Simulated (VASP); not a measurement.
# SnO2 (R-3m) in VASP: settings compared

SnO2 is run at these levels: LDA, r2SCAN; tasks: single point.

Everything below comes from runs of VASP 6.6.1. Logs are shortened: lines on timing, memory, paths and dates and some standing lists are left out, and cuts for length are marked.

## 1. The cell of the first run

Symmetry: R-3m, No. 166, trigonal system. Conventional cell: a = 3.277 Å, b = 3.277 Å, c = 14.591 Å, α = 90.00°, β = 90.00°, γ = 120.00°. Sn (site symmetry -3m) has 6 O at 2.15 Å within 2.8 Å. Within 2.8 Å of O (site symmetry 3m) lie 3 Sn at 2.15 Å and 3 O at 2.80 Å.

## 2. Single point, LDA

The input, INCAR:

```
PREC = Accurate ; ENCUT = 520
EDIFF = 1E-7 ; ISMEAR = -1
SIGMA = 0.05 ; LREAL = False
LASPH = True ; NELM = 80
ALGO = Normal ; ISIF = 2
LWAVE = False ; LCHARG = False
NBANDS = 20
```

The input, KPOINTS:

```
regular mesh
0
Gamma
  10 10 10
```

The input, POSCAR:

```
SnO2
1.0
    1.6383730560      0.9459151249      4.8637655204
   -1.6383730560      0.9459151249      4.8637655204
    0.0000000000     -1.8918302499      4.8637655204
Sn O
1 2
Direct
    0.5000000000      0.5000000000      0.5000000000
    0.7628300000      0.7628300000      0.7628300000
    0.2371700000      0.2371700000      0.2371700000
```

Potentials or basis: VASP PAW LDA potentials, release 64 (Sn_d, O).

Run with:

```sh
cat potpaw_LDA.64/Sn_d/POTCAR potpaw_LDA.64/O/POTCAR > POTCAR
mpirun -np 1 vasp_std > vasp.out
```

OUTCAR:

```text
PREC = Accurate
   ENCUT = 520
   EDIFF = 1E-7
   ISMEAR = -1
   LREAL = False
   LASPH = True
   NELM = 80
   ISIF = 2

 ion  position               nearest neighbor table
   1  0.500  0.500  0.500-   3 2.15   3 2.15   2 2.15   2 2.15   3 2.15   2 2.15
   2  0.763  0.763  0.763-   1 2.15   1 2.15   1 2.15
   3  0.237  0.237  0.237-   1 2.15   1 2.15   1 2.15

  LATTYP: Found a trigonal (rhomboedric) cell.
 ALAT       =     5.2187389982
 COS(alpha) =     0.8028828391

  Lattice vectors:

 A1 = (   1.6383730560,   0.9459151249,   4.8637655204)
 A2 = (  -1.6383730560,   0.9459151249,   4.8637655204)
 A3 = (   0.0000000000,  -1.8918302499,   4.8637655204)

Analysis of symmetry for initial positions (statically):
=====================================================================
 Subroutine PRICEL returns:
 Original cell was already a primitive cell.

 Routine SETGRP: Setting up the symmetry group for a
 trigonal (rhombohedral) supercell.

 Subroutine GETGRP returns: Found 12 space group operations
 (whereof 12 operations were pure point group operations)
 out of a pool of 12 trial point group operations.

The static configuration has the point symmetry D_3d.

Analysis of symmetry for dynamics (positions and initial velocities):
=====================================================================
 Subroutine PRICEL returns:
 Original cell was already a primitive cell.

 Routine SETGRP: Setting up the symmetry group for a
 trigonal (rhombohedral) supercell.

 Subroutine GETGRP returns: Found 12 space group operations
 (whereof 12 operations were pure point group operations)
 out of a pool of 12 trial point group operations.

The dynamic configuration has the point symmetry D_3d.

 Subroutine INISYM returns: Found 12 space group operations
 (whereof 12 operations are pure point group operations),
 and found     1 'primitive' translations

----------------------------------------------------------------------------------------

                                     Primitive cell

  volume of cell :      45.2261

  direct lattice vectors                    reciprocal lattice vectors
     1.638373056  0.945915125  4.863765520     0.305180800  0.176196217  0.068534006
    -1.638373056  0.945915125  4.863765520    -0.305180800  0.176196217  0.068534006
     0.000000000 -1.891830250  4.863765520     0.000000000 -0.352392434  0.068534006

  length of vectors
     5.218738998  5.218738998  5.218738998     0.358994899  0.358994899  0.358994899

  position of ions in fractional coordinates (direct lattice)
     0.500000000  0.500000000  0.500000000
     0.762830000  0.762830000  0.762830000
     0.237170000  0.237170000  0.237170000

  ion indices of the primitive-cell ions
   primitive index   ion index
                 1           1
                 2           2
                 3           3

----------------------------------------------------------------------------------------

 KPOINTS: regular mesh

Automatic generation of k-mesh.
 Grid dimensions read from file:
 generate k-points for:   10   10   10

 Generating k-lattice:

  Cartesian coordinates                     Fractional coordinates (reciprocal lattice)
     0.030518080  0.017619622  0.006853401     0.100000000  0.000000000  0.000000000
    -0.030518080  0.017619622  0.006853401     0.000000000  0.100000000  0.000000000
     0.000000000 -0.035239243  0.006853401     0.000000000  0.000000000  0.100000000

  Length of vectors
     0.035899490  0.035899490  0.035899490

  Shift w.r.t. Gamma in fractional coordinates (k-lattice)
     0.000000000  0.000000000  0.000000000

 Subroutine IBZKPT returns following result:
 ===========================================

 Found    116 irreducible k-points:

 Following reciprocal coordinates:
            Coordinates               Weight
  0.000000  0.000000  0.000000      1.000000
  0.100000 -0.000000  0.000000      6.000000
  0.200000 -0.000000  0.000000      6.000000
  0.300000 -0.000000 -0.000000      6.000000
  0.400000  0.000000 -0.000000      6.000000
  0.500000  0.000000  0.000000      3.000000
[... 16 lines left out ...]
  0.300000  0.300000 -0.000000      6.000000
  0.400000  0.300000  0.000000     12.000000
 [... further k-points ...]
   k-points           NKPTS =    116   k-points in BZ     NKDIM =    116   number of bands    NBANDS=     20
   number of dos      NEDOS =    301   number of ions     NIONS =      3
   total plane-waves  NPLWV =  64000
   dimension x,y,z NGX =    40 NGY =   40 NGZ =   40
   dimension x,y,z NGXF=    80 NGYF=   80 NGZF=   80
   ions per type =               1   2
   NGX,Y,Z   is equivalent  to a cutoff of  12.74, 12.74, 12.74 a.u.
   NGXF,Y,Z  is equivalent  to a cutoff of  25.48, 25.48, 25.48 a.u.
 SYSTEM =  unknown system
   PREC   = accura    normal or accurate (medium, high low for compatibility)
   ISTART =      0    job   : 0-new  1-cont  2-samecut
   ICHARG =      2    charge: 1-file 2-atom 10-const
   ISPIN  =      1    spin polarized calculation?
   LNONCOLLINEAR =      F non collinear calculations
   LSORBIT =      F    spin-orbit coupling
   LASPH  =      T    aspherical Exc in radial PAW
   ENCUT  =  520.0 eV  38.22 Ry    6.18 a.u.   9.70  9.70  9.70*2*pi/ulx,y,z
   NELM   =     80;   NELMIN=  2; NELMDL= -5     # of ELM steps
   EDIFF  = 0.1E-06   stopping-criterion for ELM
   LREAL  =      F    real-space projection
   EDIFFG = 0.1E-05   stopping-criterion for IOM
   NSW    =      0    number of steps for IOM
   IBRION =     -1    ionic relax: 0-MD 1-quasi-New 2-CG
   NFREE  =      0    steps in history (QN), initial steepest desc. (CG)
   ISIF   =      2    stress and relaxation
   ISYM   =      2    0-nonsym 1-usesym 2-fastsym
   POTIM  = 0.5000    time-step for ionic-motion
   TEBEG  =    0.0;   TEEND  =   0.0 temperature during run
   PSTRESS=    0.0 pullay stress
   NELECT =      26.0000    total number of electrons
   NUPDOWN=      -1.0000    fix difference up-down
   EMIN   =  10.00;   EMAX   =-10.00  energy-range for DOS
   EFERMI =   0.00;   METHOD = LEGACY
   ISMEAR =    -1;   SIGMA  =   0.05  broadening in eV -4-tet -1-fermi 0-gaus
   EFERMI_NEDOS =   21; number of points for ismear=-14 and -15
   IALGO  =     38    algorithm
   IMIX   =      4    mixing-type and parameters
     AMIX     =   0.40;   BMIX     =  1.00
     AMIX_MAG =   1.60;   BMIX_MAG =  1.00
  volume/ion in A,a.u.               =      15.08       101.73
  Fermi-wavevector in a.u.,A,eV,Ry     =   1.361245  2.572380 25.211436  1.852988
  Thomas-Fermi vector in A             =   2.487838
   LORBIT       =      0    0 simple, 1 ext, 2 COOP (PROOUT), +10 PAW based schemes
   GGA     = CA    functional components
   LHFCALC =     F    Hartree Fock is set to
   AEXX    =    0.0000 exact exchange contribution
   IVDW    =     0    specifies the selected vdW correction
   LEPSILON=     F    determine dielectric tensor
   LRPA    =     F    only Hartree local field effects (RPA)
 non-spin polarized calculation
  energy-cutoff  :      520.00
  volume of cell :       45.23
 maximum number of plane-waves:      1232
   NGX = 19   NGY = 19   NGZ = 19

 number of electron      25.9999994 magnetization

 Free energy of the ion-electron system (eV)
  ---------------------------------------------------
  ext. energy  EPLUGINS =         0.00000000
  ---------------------------------------------------
  free energy    TOTEN  =       -20.32223043 eV

  energy without entropy =      -20.32223042  energy(sigma->0) =      -20.32223043

 E-fermi :   3.5059     XC(G=0): -10.3709

 val. band max:        2.6160945382   @ k =  -0.2000   0.2000   0.0000
 cond. band min:       4.1517285657   @ k =   0.0000   0.0000   0.0000
 fundamental gap:      1.5356340275
 Fermi energy:         3.5059116466

 k-point     1 :       0.0000    0.0000    0.0000
  band No.  band energies     occupation
      1     -17.2895      2.00000
      2     -17.1410      2.00000
      3     -17.1410      2.00000
      4     -16.9814      2.00000
      5     -16.9814      2.00000
      6     -14.9142      2.00000
[... 12 lines left out ...]
     19      19.2164      0.00000
     20      19.2165      0.00000

 k-point     2 :       0.1000   -0.0000    0.0000
  band No.  band energies     occupation
      1     -17.2653      2.00000
      2     -17.1969      2.00000
      3     -17.1229      2.00000
      4     -16.9978      2.00000
      5     -16.9814      2.00000
      6     -14.8389      2.00000
[... 12 lines left out ...]
     19      17.4010      0.00000
     20      19.2764      0.00000

 k-point     3 :       0.2000   -0.0000    0.0000
  band No.  band energies     occupation
      1     -17.3862      2.00000
      2     -17.1678      2.00000
      3     -17.0840      2.00000
      4     -17.0220      2.00000
      5     -16.9723      2.00000
      6     -14.6082      2.00000
[... 12 lines left out ...]
     19      15.9761      0.00000
     20      19.5247      0.00000

 k-point     4 :       0.3000   -0.0000   -0.0000
  band No.  band energies     occupation
      1     -17.5806      2.00000
      2     -17.1076      2.00000
      3     -17.0630      2.00000
      4     -17.0185      2.00000
      5     -16.9327      2.00000
      6     -14.2471      2.00000
[... 12 lines left out ...]
     19      15.0863      0.00000
     20      18.0599      0.00000

 k-point     5 :       0.4000    0.0000   -0.0000
  band No.  band energies     occupation
      1     -17.7260      2.00000
      2     -17.1064      2.00000
      3     -17.0626      2.00000
      4     -16.9729      2.00000
      5     -16.8830      2.00000
      6     -13.8696      2.00000
[... 12 lines left out ...]
     19      14.8154      0.00000
     20      16.4649      0.00000

 k-point     6 :       0.5000    0.0000    0.0000
  band No.  band energies     occupation
      1     -17.7790      2.00000
      2     -17.1114      2.00000
      3     -17.0643      2.00000
      4     -16.9515      2.00000
      5     -16.8619      2.00000
      6     -13.6946      2.00000
[... 12 lines left out ...]
     19      15.2584      0.00000
     20      15.4839      0.00000

 k-point     7 :       0.1000    0.1000    0.0000
  band No.  band energies     occupation
      1     -17.2653      2.00000
      2     -17.1968      2.00000
      3     -17.1229      2.00000
      4     -16.9978      2.00000
      5     -16.9814      2.00000
      6     -14.8365      2.00000
[... 12 lines left out ...]
     19      17.3393      0.00000
     20      19.3230      0.00000
[... 277 lines left out ...]
 k-point    20 :      -0.4000    0.2000    0.0000
  band No.  band energies     occupation
      1     -17.6476      2.00000
      2     -17.2560      2.00000
      3     -17.0624      2.00000
      4     -16.9637      2.00000
      5     -16.9378      2.00000
      6     -13.2529      2.00000
[... 12 lines left out ...]
     19      15.3436      0.00000
     20      16.4376      0.00000

 k-point    21 :      -0.3000    0.2000    0.0000
  band No.  band energies     occupation
      1     -17.6223      2.00000
      2     -17.2445      2.00000
      3     -17.0563      2.00000
      4     -17.0024      2.00000
      5     -16.9146      2.00000
      6     -13.5090      2.00000
[... 12 lines left out ...]
     19      15.4919      0.00000
     20      16.2266      0.00000

 k-point    22 :      -0.2000    0.2000    0.0000
  band No.  band energies     occupation
      1     -17.5586      2.00000
      2     -17.2139      2.00000
      3     -17.0426      2.00000
      4     -17.0398      2.00000
      5     -16.9151      2.00000
      6     -13.9707      2.00000
[... 12 lines left out ...]
     19      15.5724      0.00000
     20      16.9923      0.00000

 k-point    23 :       0.3000    0.3000   -0.0000
  band No.  band energies     occupation
      1     -17.5799      2.00000
      2     -17.1068      2.00000
      3     -17.0627      2.00000
      4     -17.0189      2.00000
      5     -16.9327      2.00000
      6     -14.2481      2.00000
[... 12 lines left out ...]
     19      14.7884      0.00000
     20      20.1295      0.00000

 k-point    24 :       0.4000    0.3000    0.0000
  band No.  band energies     occupation
      1     -17.6373      2.00000
      2     -17.1343      2.00000
      3     -17.0746      2.00000
      4     -17.0026      2.00000
      5     -16.9071      2.00000
      6     -13.9562      2.00000
[... 12 lines left out ...]
     19      15.1689      0.00000
     20      18.9908      0.00000

 [... further k-points ...]

------------------------ aborting loop because EDIFF is reached ----------------------------------------

  FORCE on cell =-STRESS in cart. coord.  units (eV):
  Direction    XX          YY          ZZ          XY          YZ          ZX
  --------------------------------------------------------------------------------------
  -------------------------------------------------------------------------------------
  Total       -4.1088598     -4.1088598     -2.7244804      0.0000000      0.0000000      0.0000000
  in kB     -145.5603402   -145.5603402    -96.5173573      0.0000000      0.0000000      0.0000000
  external PRESSURE =    -129.2126793 kB  Pullay stress =       0.0000000 kB

 VOLUME and BASIS-vectors are now :
 -----------------------------------------------------------------------------
  energy-cutoff  :      520.00
  volume of cell :       45.23
      direct lattice vectors                 reciprocal lattice vectors
     1.638373056  0.945915125  4.863765520     0.305180800  0.176196217  0.068534006
    -1.638373056  0.945915125  4.863765520    -0.305180800  0.176196217  0.068534006
     0.000000000 -1.891830250  4.863765520     0.000000000 -0.352392434  0.068534006

 POSITION                                       TOTAL-FORCE (eV/Angst)
 -----------------------------------------------------------------------------------
      0.00000     -0.00000      7.29565         0.000000      0.000000      0.000000
      0.00000     -0.00000     11.13068        -0.000000     -0.000000      0.977862
      0.00000     -0.00000      3.46062        -0.000000      0.000000     -0.977862
 -----------------------------------------------------------------------------------
    total drift:                               -0.000000      0.000000      0.000000

  FREE ENERGIE OF THE ION-ELECTRON SYSTEM (eV)
  ---------------------------------------------------
  free  energy   TOTEN  =       -20.3222304327 eV

  energy  without entropy=      -20.3222304237  energy(sigma->0) =      -20.32223043
```

Run time: 69 s. Hardware: 1 thread of Intel Xeon 6975P-C (Granite Rapids), shared host; peak memory 0.25 GiB.

Results:

| Quantity | Value |
| --- | --- |
| Free energy | -20.3222 eV |
| Pressure | -12.9 GPa |
| Largest force | 0.978 eV/Å |
| Band gap on the k mesh | 1.54 eV (least direct gap 1.63 eV) |

Forces on the atoms (eV/Å):
```
Sn   0.000  0.000  0.000
O    0.000  0.000  0.978
O    0.000  0.000 -0.978
```

Caveat: the cell stands under tension; spin-orbit coupling is left out, which moves the levels of the heavy elements.

## 3. Single point, r2SCAN

This run uses another cell than the first one, of 13.63 Å³/atom.

The input, POSCAR:

```
SnO2
1.0
    1.5840819130      0.9145701189      4.7025938089
   -1.5840819130      0.9145701189      4.7025938089
    0.0000000000     -1.8291402378      4.7025938089
Sn O
1 2
Direct
    0.5000000000      0.5000000000      0.5000000000
    0.7628300000      0.7628300000      0.7628300000
    0.2371700000      0.2371700000      0.2371700000
```

The input, INCAR.step1:

```
PREC = Accurate ; ENCUT = 520
ISMEAR = -1 ; SIGMA = 0.05
LREAL = F ; LASPH = T
NELM = 80 ; NBANDS = 20
GGA = PE ; ALGO = Normal
EDIFF = 1E-4 ; LWAVE = T
LCHARG = F
```

The input, INCAR.step2:

```
PREC = Accurate ; ENCUT = 520
EDIFF = 1E-6 ; ISMEAR = -1
SIGMA = 0.05 ; LREAL = F
LASPH = T ; NELM = 80
ALGO = Normal ; ISIF = 2
LWAVE = F ; LCHARG = F
METAGGA = R2SCAN ; LMIXTAU = T
NBANDS = 20 ; ISTART = 1
```

The input, KPOINTS:

```
Automatic mesh
0
Gamma
  10 10 10
```

Potentials or basis: VASP PAW PBE potentials, release 64 (Sn_d, O).

Run with:

```sh
cat potpaw_PBE.64/Sn_d/POTCAR potpaw_PBE.64/O/POTCAR > POTCAR
cp INCAR.step1 INCAR
mpirun -np 1 vasp_std > vasp.out
cp INCAR.step2 INCAR
mpirun -np 1 vasp_std > vasp.out
```

It took 5.4 min on 1 thread of Intel Xeon 6975P-C (Granite Rapids), shared host; peak memory 0.31 GiB.

It converged, with:

```yaml
Free_energy: -41.6444 eV
Pressure: 3.8 GPa
Largest_force: 0.176 eV/Å
Band_gap_on_the_k_mesh: 2.89 eV (least direct gap 3.07 eV)
```

Forces in eV/Å, atoms in the order of the input:
```
Sn   0.000  0.000  0.000
O    0.000  0.000 -0.176
O    0.000  0.000  0.176
```

Stress tensor (GPa, compression positive):
```
5.63 0.00 0.00
0.00 5.63 0.00
0.00 0.00 0.06
```

Levels at points of the mesh, in eV from the valence-band top:
| k point | band 9 | band 10 | band 11 | band 12 | band 13 | band 14 | band 15 | band 16 | band 17 | band 18 |
| --- | --- | --- | --- | --- | --- | --- | --- | --- | --- | --- |
| (0.00, 0.00, 0.00) | -1.33 | -1.33 | -0.87 | -0.87 | -0.17 | 2.89 | 6.77 | 12.57 | 12.57 | 12.93 |
| (0.50, 0.00, 0.00) | -4.38 | -3.12 | -1.57 | -0.61 | -0.56 | 6.66 | 8.91 | 11.36 | 13.56 | 14.40 |
| (0.50, 0.50, 0.00) | -4.64 | -3.23 | -1.22 | -0.40 | -0.01 | 6.31 | 8.03 | 12.30 | 12.32 | 13.63 |
| (0.50, 0.50, 0.50) | -1.43 | -1.40 | -1.40 | -0.82 | -0.82 | 4.22 | 6.71 | 12.80 | 12.80 | 13.07 |

Caveat: the cell stands under pressure; the PAW data sets were made with another functional, which shifts forces and pressure a little; spin-orbit coupling is left out, which moves the levels of the heavy elements. A k mesh can miss the band edges.

[end of part 1 of 2]
